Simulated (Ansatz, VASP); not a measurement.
## GaSe3: VASP beside Ansatz

```
Ga Se
1.0
    -3.45423    3.45423    4.94798
     3.45423   -3.45423    4.94798
     3.45423    3.45423   -4.94798
Ga Se
2 6
Direct
  0.50000 0.50000 0.00000
  0.00000 0.00000 0.00000
  0.38233 0.88233 0.26465
  0.88233 0.61767 0.50000
  0.75000 0.75000 0.00000
  0.61767 0.11767 0.73535
  0.11767 0.38233 0.50000
  0.25000 0.25000 0.00000
```

Alike in both runs: functional PBE; k mesh 8 × 8 × 8; occupations gaussian, width 0.1 eV; no spin polarisation.

Ansatz relaxed the structure, and its values are those at the end. VASP's run is a single point on that final structure, the one shown.

```csv
,VASP,Ansatz
version,VASP 6.6.1,Ansatz 0.2.0
potentials or method,"VASP PAW PBE potentials, release 64 (Ga_d, Se), cutoff 520 eV","scalar-relativistic, plane waves, PAW"
valence electrons in the cell,62,122
```

VASP gave:

* gap on the k mesh at the Fermi level (eV): none
* pressure (GPa): 0.1
* rms of the force components (eV/Å): 0.009

Estimate Ansatz's values.

gap on the k mesh at the Fermi level (eV): none; pressure (GPa): 0.0; rms of the force components (eV/Å): 0.002.

A gap of «none» marks a metal or a gap that the smearing closes. VASP's potentials hold 62 valence electrons a cell and Ansatz's 122, so a difference there can come from the potentials and not from the codes.
